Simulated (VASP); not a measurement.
# MoW5 (P4/mmm) in VASP: further runs

Runs on MoW5. Level: PBE. Tasks: single point.

Program: VASP 6.6.1. These are calculated values, not measurements. Logs are shortened: lines on timing, memory, paths and dates and some standing lists are left out, and cuts for length are marked.

## (1) The cell of the first run

It takes space group P4/mmm (No. 123, tetragonal). Conventional cell: a = 3.180 Å, b = 3.180 Å, c = 9.542 Å, α = 90.00°, β = 90.00°, γ = 90.00°. Within 3.6 Å of Mo (site symmetry 4/mmm) lie 10 W at 2.75 to 3.18 Å and 4 Mo at 3.18 Å. Within 3.6 Å of W (site symmetry 4mm) lie 4 Mo at 2.75 Å and 10 W at 2.76 to 3.19 Å. W (site symmetry 4mm) has 13 W at 2.76 to 3.19 Å and 1 Mo at 3.18 Å within 3.6 Å. Within 3.6 Å of W (site symmetry 4/mmm) lie 14 W at 2.76 to 3.19 Å.

## (2) Single point, PBE

Contents of INCAR:

```
  PREC = Accurate
  ENCUT = 520
  EDIFF = 1E-6
  ISMEAR = 0
  SIGMA = 0.1
  LREAL = F
  LASPH = T
  NELM = 100
  ALGO = Fast
  ISIF = 2
  LWAVE = F
  LCHARG = T
  GGA = PE
  LELF = T
  LVHAR = T
  NBANDS = 51
```

Contents of KPOINTS:

```
regular mesh
0
Gamma
  6 6 2
```

Contents of POSCAR:

```
MoW5
1.0
    3.1798401000      0.0000000000      0.0000000000
    0.0000000000      3.1798401000      0.0000000000
    0.0000000000      0.0000000000      9.5417943000
Mo W
1 5
Direct
    0.5000000000      0.5000000000      0.5000000000
    0.0000000000      0.0000000000      0.6659340000
    0.5000000000      0.5000000000      0.8328580000
    0.0000000000      0.0000000000      0.0000000000
    0.5000000000      0.5000000000      0.1671420000
    0.0000000000      0.0000000000      0.3340660000
```

Potentials or basis: VASP PAW PBE potentials, release 64 (Mo_sv, W_sv).

Run with:

```
$ cat potpaw_PBE.64/Mo_sv/POTCAR potpaw_PBE.64/W_sv/POTCAR > POTCAR
$ mpirun -np 1 vasp_std > vasp.out
```

OUTCAR:

```text
PREC = Accurate
   ENCUT = 520
   EDIFF = 1E-6
   ISMEAR = 0
   LREAL = F
   LASPH = T
   NELM = 100
   ISIF = 2
   GGA = PE

 ion  position               nearest neighbor table
   1  0.500  0.500  0.500-   2 2.75   6 2.75   2 2.75   6 2.75   2 2.75   6 2.75   2 2.75   6 2.75
                             5 3.18   3 3.18
   2  0.000  0.000  0.666-   1 2.75   1 2.75   1 2.75   1 2.75   3 2.76   3 2.76   3 2.76   3 2.76
                             6 3.17   4 3.19
   3  0.500  0.500  0.833-   2 2.76   2 2.76   2 2.76   2 2.76   4 2.76   4 2.76   4 2.76   4 2.76
                             1 3.18   5 3.19
   4  0.000  0.000  0.000-   3 2.76   5 2.76   3 2.76   5 2.76   3 2.76   5 2.76   3 2.76   5 2.76
                             2 3.19   6 3.19
   5  0.500  0.500  0.167-   6 2.76   6 2.76   6 2.76   6 2.76   4 2.76   4 2.76   4 2.76   4 2.76
                             1 3.18   3 3.19
   6  0.000  0.000  0.334-   1 2.75   1 2.75   1 2.75   1 2.75   5 2.76   5 2.76   5 2.76   5 2.76
                             2 3.17   4 3.19

  LATTYP: Found a simple tetragonal cell.
 ALAT       =     3.1798401000
 C/A-ratio  =     3.0007151303

  Lattice vectors:

 A1 = (   3.1798401000,   0.0000000000,   0.0000000000)
 A2 = (   0.0000000000,   3.1798401000,   0.0000000000)
 A3 = (   0.0000000000,   0.0000000000,   9.5417943000)

Analysis of symmetry for initial positions (statically):
=====================================================================
 Subroutine PRICEL returns:
 Original cell was already a primitive cell.

 Routine SETGRP: Setting up the symmetry group for a
 simple tetragonal supercell.

 Subroutine GETGRP returns: Found 16 space group operations
 (whereof 16 operations were pure point group operations)
 out of a pool of 16 trial point group operations.

The static configuration has the point symmetry D_4h.

Analysis of symmetry for dynamics (positions and initial velocities):
=====================================================================
 Subroutine PRICEL returns:
 Original cell was already a primitive cell.

 Routine SETGRP: Setting up the symmetry group for a
 simple tetragonal supercell.

 Subroutine GETGRP returns: Found 16 space group operations
 (whereof 16 operations were pure point group operations)
 out of a pool of 16 trial point group operations.

The dynamic configuration has the point symmetry D_4h.

[... 102 lines left out ...]
   LREAL  =      F    real-space projection
   EDIFFG = 0.1E-04   stopping-criterion for IOM
   NSW    =      0    number of steps for IOM
   IBRION =     -1    ionic relax: 0-MD 1-quasi-New 2-CG
   NFREE  =      0    steps in history (QN), initial steepest desc. (CG)
   ISIF   =      2    stress and relaxation
   ISYM   =      2    0-nonsym 1-usesym 2-fastsym
   POTIM  = 0.5000    time-step for ionic-motion
   TEBEG  =    0.0;   TEEND  =   0.0 temperature during run
   PSTRESS=    0.0 pullay stress
   NELECT =      84.0000    total number of electrons
   NUPDOWN=      -1.0000    fix difference up-down
   EMIN   =  10.00;   EMAX   =-10.00  energy-range for DOS
   EFERMI =   0.00;   METHOD = LEGACY
   ISMEAR =     0;   SIGMA  =   0.10  broadening in eV -4-tet -1-fermi 0-gaus
   EFERMI_NEDOS =   21; number of points for ismear=-14 and -15
   IALGO  =     68    algorithm
   IMIX   =      4    mixing-type and parameters
     AMIX     =   0.40;   BMIX     =  1.00
     AMIX_MAG =   1.60;   BMIX_MAG =  1.00
  volume/ion in A,a.u.               =      16.08       108.51
  Fermi-wavevector in a.u.,A,eV,Ry     =   1.563223  2.954064 33.248115  2.443667
  Thomas-Fermi vector in A             =   2.666026
   LORBIT       =      0    0 simple, 1 ext, 2 COOP (PROOUT), +10 PAW based schemes
   GGA     = PE    functional components
   LHFCALC =     F    Hartree Fock is set to
   AEXX    =    0.0000 exact exchange contribution
   IVDW    =     0    specifies the selected vdW correction
   LEPSILON=     F    determine dielectric tensor
   LRPA    =     F    only Hartree local field effects (RPA)
 non-spin polarized calculation
 RMM-DIIS sequential band-by-band and
 Gauss-broadening in eV      SIGMA  =   0.10
  energy-cutoff  :      520.00
  volume of cell :       96.48
 maximum number of plane-waves:      2640
 NGX is ok and might be reduce to    24
   NGX = 11   NGY = 11   NGZ = 35

 number of electron      83.9999992 magnetization

 Free energy of the ion-electron system (eV)
  ---------------------------------------------------
  ext. energy  EPLUGINS =         0.00000000
  ---------------------------------------------------
  free energy    TOTEN  =       -75.80977695 eV

  energy without entropy =      -75.79700658  energy(sigma->0) =      -75.80339177

 E-fermi :  11.3959     XC(G=0): -13.5061

 val. band max:       11.3896982639   @ k =   0.1667   0.0000   0.5000
 cond. band min:      11.5603242681   @ k =   0.1667   0.0000   0.0000
 fundamental gap:      0.1706260041
 Fermi energy:        11.3959289981

 k-point     1 :       0.0000    0.0000    0.0000
  band No.  band energies     occupation
      1     -62.8009      2.00000
      2     -62.7791      2.00000
      3     -62.7256      2.00000
      4     -62.6457      2.00000
      5     -62.5971      2.00000
      6     -49.6502      2.00000
[... 1069 lines left out ...]
     50      14.5784      0.00000
     51      14.5980      0.00000

------------------------ aborting loop because EDIFF is reached ----------------------------------------

  FORCE on cell =-STRESS in cart. coord.  units (eV):
  Direction    XX          YY          ZZ          XY          YZ          ZX
  --------------------------------------------------------------------------------------
  -------------------------------------------------------------------------------------
  Total        0.1552148      0.1552148      0.2478274      0.0000000      0.0000000     -0.0000000
  in kB        2.5775255      2.5775255      4.1154688      0.0000000      0.0000000     -0.0000000
  external PRESSURE =       3.0901733 kB  Pullay stress =       0.0000000 kB

 VOLUME and BASIS-vectors are now :
 -----------------------------------------------------------------------------
  energy-cutoff  :      520.00
  volume of cell :       96.48
      direct lattice vectors                 reciprocal lattice vectors
     3.179840100  0.000000000  0.000000000     0.314481222  0.000000000  0.000000000
     0.000000000  3.179840100  0.000000000     0.000000000  0.314481222  0.000000000
     0.000000000  0.000000000  9.541794300     0.000000000  0.000000000  0.104802092

 POSITION                                       TOTAL-FORCE (eV/Angst)
 -----------------------------------------------------------------------------------
      1.58992      1.58992      4.77090         0.000000      0.000000     -0.000000
      0.00000      0.00000      6.35421         0.000000      0.000000      0.004474
      1.58992      1.58992      7.94696        -0.000000     -0.000000      0.004760
      0.00000      0.00000      0.00000         0.000000      0.000000     -0.000000
      1.58992      1.58992      1.59483         0.000000     -0.000000     -0.004760
      0.00000      0.00000      3.18759         0.000000      0.000000     -0.004474
 -----------------------------------------------------------------------------------
    total drift:                                0.000000     -0.000000      0.000000

  FREE ENERGIE OF THE ION-ELECTRON SYSTEM (eV)
  ---------------------------------------------------
  free  energy   TOTEN  =       -75.8097769486 eV

  energy  without entropy=      -75.7970065817  energy(sigma->0) =      -75.80339177
```

It took 42 s on 1 thread of Intel Xeon 6975P-C (Granite Rapids), shared host; peak memory 0.23 GiB.

Results:

```yaml
Free_energy: -75.8098 eV
Pressure: 0.3 GPa
Largest_force: 0.005 eV/Å
Band_gap_on_the_k_mesh: zero (bands 42 and 43 overlap by 1.27 eV)
```

Forces in eV/Å, atoms in the order of the input:
```
Mo   0.000  0.000  0.000
W    0.000  0.000  0.004
W    0.000  0.000  0.005
W    0.000  0.000  0.000
W    0.000  0.000 -0.005
W    0.000  0.000 -0.004
```

Stress tensor (GPa, compression positive):
```
0.26 0.00 0.00
0.00 0.26 0.00
0.00 0.00 0.41
```

Levels at points of the mesh, in eV from the Fermi level:
| k point | band 38 | band 39 | band 40 | band 41 | band 42 | band 43 | band 44 | band 45 | band 46 | band 47 |
| --- | --- | --- | --- | --- | --- | --- | --- | --- | --- | --- |
| (0.00, 0.00, 0.00) | -1.18 | -1.14 | -1.14 | -0.76 | -0.70 | -0.14 | -0.01 | 0.77 | 0.77 | 0.96 |
| (0.50, 0.00, 0.00) | -0.99 | -0.89 | -0.87 | -0.60 | -0.60 | -0.49 | -0.48 | 1.14 | 1.34 | 1.43 |
| (0.50, 0.50, 0.00) | -1.82 | -1.67 | -1.67 | 0.78 | 0.78 | 1.87 | 2.04 | 2.26 | 2.60 | 2.85 |
| (0.00, 0.00, 0.50) | -1.25 | -1.00 | -0.87 | -0.59 | -0.59 | -0.49 | -0.49 | 1.13 | 1.15 | 1.28 |
| (0.50, 0.00, 0.50) | -1.82 | -1.79 | -1.76 | 0.21 | 0.28 | 0.37 | 0.41 | 0.78 | 0.79 | 2.01 |
| (0.50, 0.50, 0.50) | -2.84 | -0.33 | -0.33 | -0.08 | -0.08 | 1.93 | 2.22 | 2.26 | 2.38 | 2.39 |

Caveat: spin-orbit coupling is left out, which moves the levels of the heavy elements.

(Continued in part 2 of 2.)

The gap in the log of VASP goes by the Fermi energy; the results here count the filled bands.